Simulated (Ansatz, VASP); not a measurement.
## C in VASP and in Ansatz

```
CELL_PARAMETERS angstrom
6.09020 0.11659 -0.01869
0.11674 5.90901 -0.07435
-0.02476 -0.07855 6.00797
ATOMIC_POSITIONS crystal
C 0.79875 0.50025 0.00794
C 0.06424 0.69709 0.35408
C 0.97181 0.79575 0.57021
C 0.36670 0.41885 0.21135
C 0.46528 0.18830 0.25348
C 0.80769 0.22832 0.00574
C 0.20371 0.35731 0.58430
C 0.42837 0.64306 0.32448
C 0.84453 0.66217 0.21204
C 0.29049 0.04818 0.33345
C 0.28429 0.43652 0.99503
C 0.02322 0.00423 0.66125
C 0.76261 0.69026 0.61849
C 0.23288 0.50594 0.40508
C 0.16284 0.13803 0.52168
C 0.74573 0.59523 0.81496
C 0.91327 0.10894 0.84820
C 0.26171 0.82423 0.28054
C 0.65141 0.70571 0.39147
C 0.72484 0.87916 0.23308
C 0.66914 0.09962 0.17180
C 0.22716 0.42221 0.80203
```

Alike in both runs: functional PBE; dispersion D3(BJ); k mesh 4 × 4 × 4; occupations gaussian, width 0.1 eV; no spin polarisation.

Ansatz relaxed the structure, and its values are those at the end. VASP's run is a single point on that final structure, the one shown.

|  | VASP | Ansatz |
| --- | --- | --- |
| version | VASP 6.6.1 | Ansatz 0.2.0 |
| potentials or method | VASP PAW PBE potentials, release 64 (C), cutoff 520 eV | scalar-relativistic, plane waves, PAW |
| valence electrons in the cell | 88 | 88 |

```tsv
	VASP	Ansatz	Ansatz less VASP
gap on the k mesh at the Fermi level (eV)	none	none	-
rms of the force components (eV/Å)	0.022	0.008	-0.0136
```

A gap of «none» marks a metal or a gap that the smearing closes.
